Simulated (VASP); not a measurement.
C: single point with r2SCAN

Crystal: C.

```
C
1.0
    -2.51134    0.00000    0.00000
    -1.25567   -2.17488    0.00000
     0.00000    0.72496   10.33600
C
10
Direct
  0.58774 0.02482 0.87415
  0.61256 0.97518 0.72525
  0.04580 0.10870 0.12579
  0.65450 0.89130 0.47361
  0.02097 0.15837 0.27481
  0.67933 0.84163 0.32459
  0.91272 0.37485 0.92426
  0.28758 0.62515 0.67514
  0.38748 0.42533 0.07570
  0.31282 0.57467 0.52370
```

This cell differs from its parent crystal: the part above a cut slid along it.

* Program: VASP 6.6.1
* Task: single point
* Functional: r2SCAN
* Potentials or basis: VASP PAW PBE potentials, release 64 (C)
* Cutoff: 520 eV
* k mesh: 10 × 10 × 3
* Occupations: gaussian, width 0.05 eV
* Spin: no spin polarisation
* Dipole correction: no
* Further INCAR settings: ALGO = Normal; EDIFF = 1e-06; NBANDS = 31

| Item | Value |
| --- | --- |
| Pressure | 5.8 GPa |
| Largest force | 3.579 eV/Å |
| Band gap on the k mesh | zero (bands 20 and 21 overlap by 0.60 eV) |

Forces in eV/Å, atoms in the order of the input:
```
C    0.000  0.693 -0.002
C    0.000  0.384 -0.655
C    0.000  0.710 -0.020
C    0.000  0.022  0.166
C    0.000  0.402  0.681
C    0.000 -0.018 -0.193
C    0.000 -1.108 -3.392
C    0.000  0.007  0.173
C    0.000 -1.093  3.408
C    0.000  0.001 -0.165
```

Stress tensor (GPa, compression positive):
```
-12.48   0.00   0.00
  0.00   3.83   0.38
  0.00   0.38  26.13
```

Levels at points of the mesh, in eV from the Fermi level:
```
           k point  band 18  band 19  band 20  band 21  band 22  band 23
(0.00, 0.00, 0.00)    -0.54    -0.29     0.48     5.17     5.79     6.07
(0.50, 0.00, 0.00)    -4.41    -3.57    -0.03     0.04     5.02     5.57
(0.00, 0.50, 0.00)    -3.74    -3.70    -3.00     3.47     5.03     5.86
```

Run time: 4.4 min on 1 thread of Intel(R) Xeon(R) 6975P-C (Granite Rapids), on a shared host, peak memory 0.23 GiB.

Caveat: the cell differs from its parent crystal (the part above a cut slid along it); the stress differs along the axes, from -12 to 26 GPa; the PAW data sets were made with another functional, which shifts forces and pressure a little.
